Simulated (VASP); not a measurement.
# MgS (F-43m) in VASP: molecular dynamics with PBEsol+D3(BJ)

Aim: the molecular dynamics of MgS with PBEsol+D3(BJ).

Program: VASP 6.6.1. These are calculated values, not measurements. Logs are shortened: lines on timing, memory, paths and dates and some standing lists are left out, and cuts for length are marked.

## Step 1: The cell of the first run

The structure is cubic, space group F-43m (No. 216). The conventional cell has a = 5.666 Å, b = 5.666 Å, c = 5.666 Å, α = 90.00°, β = 90.00°, γ = 90.00°. Within 3.2 Å of Mg (site symmetry -43m) lie 4 S at 2.45 Å. Within 3.2 Å of S (site symmetry -43m) lie 4 Mg at 2.45 Å.

## Step 2: Molecular dynamics, PBEsol+D3(BJ)

INCAR reads:

```
PREC     = Normal         # precision mode
ENCUT    = 440            # plane-wave cutoff, eV
EDIFF    = 1E-5           # SCF threshold, eV
ISMEAR   = 0              # smearing method
SIGMA    = 0.01           # smearing width, eV
LREAL    = False          # projectors in reciprocal space
LASPH    = True           # aspherical terms in the spheres
NELM     = 120            # most SCF steps
ALGO     = Normal         # electronic algorithm
ISIF     = 2              # what is computed and relaxed
LWAVE    = False          # write WAVECAR
LCHARG   = False          # write CHGCAR
GGA      = PS             # functional
IVDW     = 12             # dispersion correction
IBRION   = 0              # ionic algorithm
NSW      = 20             # ionic steps
POTIM    = 8.0            # step
TEBEG    = 300.0        
TEEND    = 300.0        
ISYM     = 0            
NELMIN   = 4            
RANDOM_SEED= 451 0 0      
MDALGO   = 1            
ANDERSEN_PROB= 0.0          
GGA_COMPAT= False        
MAXMIX   = 40
```

KPOINTS reads:

```
Automatic mesh
0
Gamma
  2 2 2
  0.5 0.5 0.5
```

POSCAR reads:

```
MgS
1.0
    0.0000000000      5.6662400000      5.6662400000
    5.6662400000      0.0000000000      5.6662400000
    2.8331200000      2.8331200000      0.0000000000
Mg S
4 4
Direct
    0.0000000000      0.0000000000      0.0000000000
    0.0000000000      0.5000000000      0.0000000000
    0.5000000000      0.0000000000      0.0000000000
    0.5000000000      0.5000000000      0.0000000000
    0.1250000000      0.1250000000      0.2500000000
    0.1250000000      0.6250000000      0.2500000000
    0.6250000000      0.1250000000      0.2500000000
    0.6250000000      0.6250000000      0.2500000000
```

Potentials or basis: VASP PAW PBE potentials, release 64 (Mg, S).

The run is started by

```sh
cat potpaw_PBE.64/Mg/POTCAR potpaw_PBE.64/S/POTCAR > POTCAR
mpirun -np 1 vasp_std > vasp.out
```

OUTCAR:

```text
PREC = Normal
   ENCUT = 440
   EDIFF = 1E-5
   ISMEAR = 0
   LREAL = False
   LASPH = True
   NELM = 120
   ISIF = 2
   GGA = PS
   IVDW = 12
   IBRION = 0
   NSW = 20
   POTIM = 8.0
   TEBEG = 300.0
   ISYM = 0
   NELMIN = 4
 IVDW          = 12

 ion  position               nearest neighbor table
   1  0.000  0.000  0.000-   6 2.45   7 2.45   5 2.45   5 2.45
   2  0.000  0.500  0.000-   5 2.45   8 2.45   6 2.45   6 2.45
   3  0.500  0.000  0.000-   5 2.45   8 2.45   7 2.45   7 2.45
   4  0.500  0.500  0.000-   6 2.45   7 2.45   8 2.45   8 2.45
   5  0.125  0.125  0.250-   1 2.45   2 2.45   3 2.45   1 2.45
   6  0.125  0.625  0.250-   2 2.45   1 2.45   4 2.45   2 2.45
   7  0.625  0.125  0.250-   3 2.45   1 2.45   4 2.45   3 2.45
   8  0.625  0.625  0.250-   4 2.45   2 2.45   3 2.45   4 2.45

IMPORTANT INFORMATION: All symmetrisations will be switched off!
NOSYMM: (Re-)initialisation of all symmetry stuff for point group C_1.

----------------------------------------------------------------------------------------

                                     Primitive cell

  volume of cell :     181.9219

  direct lattice vectors                    reciprocal lattice vectors
     0.000000000  5.666240000  5.666240000    -0.088241938  0.088241938  0.088241938
     5.666240000  0.000000000  5.666240000     0.088241938 -0.088241938  0.088241938
     2.833120000  2.833120000  0.000000000     0.176483876  0.176483876 -0.176483876

  length of vectors
     8.013273456  8.013273456  4.006636728     0.152839520  0.152839520  0.305679041

  position of ions in fractional coordinates (direct lattice)
     0.000000000  0.000000000  0.000000000
     0.000000000  0.500000000  0.000000000
     0.500000000  0.000000000  0.000000000
     0.500000000  0.500000000  0.000000000
     0.125000000  0.125000000  0.250000000
     0.125000000  0.625000000  0.250000000
     0.625000000  0.125000000  0.250000000
     0.625000000  0.625000000  0.250000000

  ion indices of the primitive-cell ions
   primitive index   ion index
                 1           1
                 2           2
                 3           3
                 4           4
                 5           5
                 6           6
                 7           7
                 8           8

----------------------------------------------------------------------------------------

 KPOINTS: Automatic mesh

Automatic generation of k-mesh.
 Grid dimensions read from file:
 generate k-points for:    2    2    2

 Generating k-lattice:

  Cartesian coordinates                     Fractional coordinates (reciprocal lattice)
    -0.044120969  0.044120969  0.044120969     0.500000000  0.000000000  0.000000000
     0.044120969 -0.044120969  0.044120969     0.000000000  0.500000000  0.000000000
     0.088241938  0.088241938 -0.088241938     0.000000000  0.000000000  0.500000000

  Length of vectors
     0.076419760  0.076419760  0.152839520

  Shift w.r.t. Gamma in fractional coordinates (k-lattice)
     0.500000000  0.500000000  0.500000000

 Subroutine IBZKPT returns following result:
 ===========================================

 Found      4 irreducible k-points:

 Following reciprocal coordinates:
            Coordinates               Weight
  0.250000  0.250000  0.250000      2.000000
 -0.250000  0.250000  0.250000      2.000000
 -0.250000  0.250000 -0.250000      2.000000
 -0.250000 -0.250000  0.250000      2.000000
   k-points           NKPTS =      4   k-points in BZ     NKDIM =      4   number of bands    NBANDS=     21
   number of dos      NEDOS =    301   number of ions     NIONS =      8
   total plane-waves  NPLWV =  42336
   dimension x,y,z NGX =    42 NGY =   42 NGZ =   24
   dimension x,y,z NGXF=    84 NGYF=   84 NGZF=   48
   ions per type =               4   4
   NGX,Y,Z   is equivalent  to a cutoff of   8.71,  8.71,  9.96 a.u.
   NGXF,Y,Z  is equivalent  to a cutoff of  17.43, 17.43, 19.92 a.u.
 SYSTEM =  unknown system
   PREC   = normal    normal or accurate (medium, high low for compatibility)
   ISTART =      0    job   : 0-new  1-cont  2-samecut
   ICHARG =      2    charge: 1-file 2-atom 10-const
   ISPIN  =      1    spin polarized calculation?
   LNONCOLLINEAR =      F non collinear calculations
   LSORBIT =      F    spin-orbit coupling
   LASPH  =      T    aspherical Exc in radial PAW
   ENCUT  =  440.0 eV  32.34 Ry    5.69 a.u.  13.71 13.71  6.85*2*pi/ulx,y,z
   NELM   =    120;   NELMIN=  4; NELMDL= -5     # of ELM steps
   EDIFF  = 0.1E-04   stopping-criterion for ELM
   LREAL  =      F    real-space projection
   EDIFFG = 0.1E-03   stopping-criterion for IOM
   NSW    =     20    number of steps for IOM
   IBRION =      0    ionic relax: 0-MD 1-quasi-New 2-CG
   NFREE  =      0    steps in history (QN), initial steepest desc. (CG)
   ISIF   =      2    stress and relaxation
   ISYM   =      0    0-nonsym 1-usesym 2-fastsym
   POTIM  = 8.0000    time-step for ionic-motion
   TEBEG  =  300.0;   TEEND  = 300.0 temperature during run
   PSTRESS=    0.0 pullay stress
   NELECT =      32.0000    total number of electrons
   NUPDOWN=      -1.0000    fix difference up-down
   EMIN   =  10.00;   EMAX   =-10.00  energy-range for DOS
   EFERMI =   0.00;   METHOD = LEGACY
   ISMEAR =     0;   SIGMA  =   0.01  broadening in eV -4-tet -1-fermi 0-gaus
   EFERMI_NEDOS =   21; number of points for ismear=-14 and -15
   IALGO  =     38    algorithm
   IMIX   =      4    mixing-type and parameters
     AMIX     =   0.40;   BMIX     =  1.00
     AMIX_MAG =   1.60;   BMIX_MAG =  1.00
  volume/ion in A,a.u.               =      22.74       153.46
  Fermi-wavevector in a.u.,A,eV,Ry     =   0.917269  1.733386 11.447693  0.841382
  Thomas-Fermi vector in A             =   2.042218
   LORBIT       =      0    0 simple, 1 ext, 2 COOP (PROOUT), +10 PAW based schemes
   GGA     = PS    functional components
   LHFCALC =     F    Hartree Fock is set to
   AEXX    =    0.0000 exact exchange contribution
   IVDW    =    12    specifies the selected vdW correction
   LEPSILON=     F    determine dielectric tensor
   LRPA    =     F    only Hartree local field effects (RPA)
 molecular dynamics for ions
 non-spin polarized calculation
 Gauss-broadening in eV      SIGMA  =   0.01
  energy-cutoff  :      440.00
  volume of cell :      181.92
 maximum number of plane-waves:      3816
   NGX = 27   NGY = 27   NGZ = 13

--------------------------------------- Ionic step        1  -------------------------------------------

 number of electron      31.9999991 magnetization

 Free energy of the ion-electron system (eV)
  ---------------------------------------------------
  ext. energy  EPLUGINS =         0.00000000
  ---------------------------------------------------
  free energy    TOTEN  =       -36.13298169 eV

  energy without entropy =      -36.13298169  energy(sigma->0) =      -36.13298169

------------------------ aborting loop because EDIFF is reached ----------------------------------------

 Edisp (eV)   -1.87933

 E8    (eV) :    -1.1743

  FORCE on cell =-STRESS in cart. coord.  units (eV):
  Direction    XX          YY          ZZ          XY          YZ          ZX
  --------------------------------------------------------------------------------------
  -------------------------------------------------------------------------------------
  Total      -3.71180    -3.71180    -1.78469    -1.56434     0.00016     0.00016
  in kB     -32.68968   -32.68969   -15.71771   -13.77706     0.00145     0.00138
  external pressure =      -27.03 kB  Pullay stress =        0.00 kB
[... 141 lines left out ...]
  ENERGY OF THE ELECTRON-ION-THERMOSTAT SYSTEM (eV)
  ---------------------------------------------------
% ion-electron   TOTEN  =       -37.900970  see above
  kinetic energy EKIN   =         0.165934
  kin. lattice  EKIN_LAT=         0.000000  (temperature  183.39 K)
  nose potential ES     =         0.000000
  nose kinetic   EPS    =         0.000000
  ---------------------------------------------------
  total energy   ETOTAL =       -37.735036 eV

[... ionic steps 4 to 17 ...]

--------------------------------------- Ionic step       18  -------------------------------------------

 number of electron      31.9999998 magnetization

------------------------ aborting loop because EDIFF is reached ----------------------------------------

 Edisp (eV)   -1.87834

 E8    (eV) :    -1.1735
[... 93 lines left out ...]
  ENERGY OF THE ELECTRON-ION-THERMOSTAT SYSTEM (eV)
  ---------------------------------------------------
% ion-electron   TOTEN  =       -37.882005  see above
  kinetic energy EKIN   =         0.144782
  kin. lattice  EKIN_LAT=         0.000000  (temperature  160.01 K)
  nose potential ES     =         0.000000
  nose kinetic   EPS    =         0.000000
  ---------------------------------------------------
  total energy   ETOTAL =       -37.737223 eV

--------------------------------------- Ionic step       20  -------------------------------------------

 number of electron      31.9999995 magnetization

 Free energy of the ion-electron system (eV)
  ---------------------------------------------------
  ext. energy  EPLUGINS =         0.00000000
  ---------------------------------------------------
  free energy    TOTEN  =       -36.02688150 eV

  energy without entropy =      -36.02688150  energy(sigma->0) =      -36.02688150

 E-fermi :   1.0387     XC(G=0):  -8.5885

 val. band max:        0.9426271432   @ k =   0.2500   0.2500   0.2500
 cond. band min:       5.5962503814   @ k =   0.2500   0.2500   0.2500
 fundamental gap:      4.6536232382
 Fermi energy:         1.0387232502

 k-point     1 :       0.2500    0.2500    0.2500
  band No.  band energies     occupation
      1     -10.1183      2.00000
      2      -9.5830      2.00000
      3      -9.5082      2.00000
      4      -9.3025      2.00000
      5      -1.9058      2.00000
      6      -1.8463      2.00000
[... 13 lines left out ...]
     20       6.9346      0.00000
     21       7.3084      0.00000

 k-point     2 :      -0.2500    0.2500    0.2500
  band No.  band energies     occupation
      1      -9.9448      2.00000
      2      -9.7166      2.00000
      3      -9.5696      2.00000
      4      -9.3209      2.00000
      5      -1.6284      2.00000
      6      -1.4162      2.00000
[... 13 lines left out ...]
     20       6.7066      0.00000
     21       7.7294      0.00000

 k-point     3 :      -0.2500    0.2500   -0.2500
  band No.  band energies     occupation
      1      -9.9191      2.00000
      2      -9.7836      2.00000
      3      -9.5001      2.00000
      4      -9.3502      2.00000
      5      -1.6071      2.00000
      6      -1.4427      2.00000
[... 13 lines left out ...]
     20       6.7351      0.00000
     21       7.6442      0.00000

 k-point     4 :      -0.2500   -0.2500    0.2500
  band No.  band energies     occupation
      1      -9.8572      2.00000
      2      -9.7742      2.00000
      3      -9.5237      2.00000
      4      -9.4080      2.00000
      5      -1.6904      2.00000
      6      -1.5762      2.00000
[... 13 lines left out ...]
     20       6.3843      0.00000
     21       7.3912      0.00000
[... 43 lines left out ...]
  ENERGY OF THE ELECTRON-ION-THERMOSTAT SYSTEM (eV)
  ---------------------------------------------------
% ion-electron   TOTEN  =       -37.905472  see above
  kinetic energy EKIN   =         0.167781
  kin. lattice  EKIN_LAT=         0.000000  (temperature  185.43 K)
  nose potential ES     =         0.000000
  nose kinetic   EPS    =         0.000000
  ---------------------------------------------------
  total energy   ETOTAL =       -37.737692 eV
```

It took 91 s on 1 thread of Intel Xeon 6975P-C (Granite Rapids), shared host; peak memory 0.23 GiB.

Results:

* Dispersion energy per atom: -0.235 eV

Step by step:
```csv
step,potential energy change (eV),largest force (eV/Å),pressure (GPa),volume (Å³),temperature (K)
1,0.0000,0.0264,-2.70,181.92,300
2,0.0351,0.4184,-2.65,181.92,263
3,0.1113,0.7427,-2.52,181.92,183
4,0.1664,0.9034,-2.47,181.92,125
5,0.1625,0.8489,-2.61,181.92,128
6,0.1207,0.6426,-2.83,181.92,171
7,0.0908,0.3557,-2.96,181.92,202
8,0.1056,0.3804,-3.02,181.92,185
9,0.1617,0.5810,-2.94,181.92,126
10,0.2242,0.7707,-2.85,181.92,60
11,0.2496,0.8303,-2.86,181.92,33
12,0.2216,0.7006,-2.99,181.92,62
13,0.1698,0.4488,-3.14,181.92,116
14,0.1407,0.3856,-3.19,181.92,146
15,0.1530,0.6235,-3.06,181.92,135
16,0.1818,0.7271,-2.92,181.92,105
17,0.1897,0.7679,-2.83,181.92,97
18,0.1661,0.7947,-2.84,181.92,122
19,0.1303,0.6681,-2.88,181.92,160
20,0.1068,0.4622,-2.90,181.92,185
```

Caveat: the k points lie up to 0.78 Å⁻¹ apart; three body term missing; the PAW data sets were made with another functional, which shifts forces and pressure a little.
